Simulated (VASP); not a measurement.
Here is a VASP 6.6.1 calculation.

The input POSCAR:

```
GaN
1.0
    0.0000000000      2.1172910004      2.1172910004
    2.1172910004      0.0000000000      2.1172910004
    2.1172910004      2.1172910004      0.0000000000
Ga N
1 1
Direct
    0.0000000000      0.0000000000      0.0000000000
    0.5000000000      0.5000000000      0.5000000000
```

The input INCAR.step1:

```
PREC = Accurate
ENCUT = 1460
ISMEAR = 0
SIGMA = 0.01
LREAL = False
LASPH = True
NELM = 120
NBANDS = 16
GGA = PE
ALGO = Normal
EDIFF = 1E-5
LWAVE = True
LCHARG = False
GGA_COMPAT = False
```

Contents of INCAR.step2:

```
PREC = Accurate
ENCUT = 1460
EDIFF = 1E-6
ISMEAR = 0
SIGMA = 0.01
LREAL = False
LASPH = True
NELM = 120
ALGO = Normal
ISIF = 2
LWAVE = False
LCHARG = False
METAGGA = R2SCAN
LMIXTAU = True
NBANDS = 16
ISTART = 1
GGA_COMPAT = False
```

The input KPOINTS:

```
Automatic mesh
0
Gamma
  8 8 8
```

Potentials or basis: VASP PAW PBE potentials, release 64 (Ga_d, N_h).

Command:

```sh
$ cat potpaw_PBE.64/Ga_d/POTCAR potpaw_PBE.64/N_h/POTCAR > POTCAR
$ cp INCAR.step1 INCAR
$ mpirun -np 1 vasp_std > vasp.out
$ cp INCAR.step2 INCAR
$ mpirun -np 1 vasp_std > vasp.out
```

Task: Predict the pressure.

Result: -1.6 GPa.

Task: Estimate the band gap on the k mesh.

Result: 1.09 eV (least direct gap 3.24 eV).

Caveat: the PAW data sets were made with another functional, which shifts forces and pressure a little. A k mesh can miss the band edges.
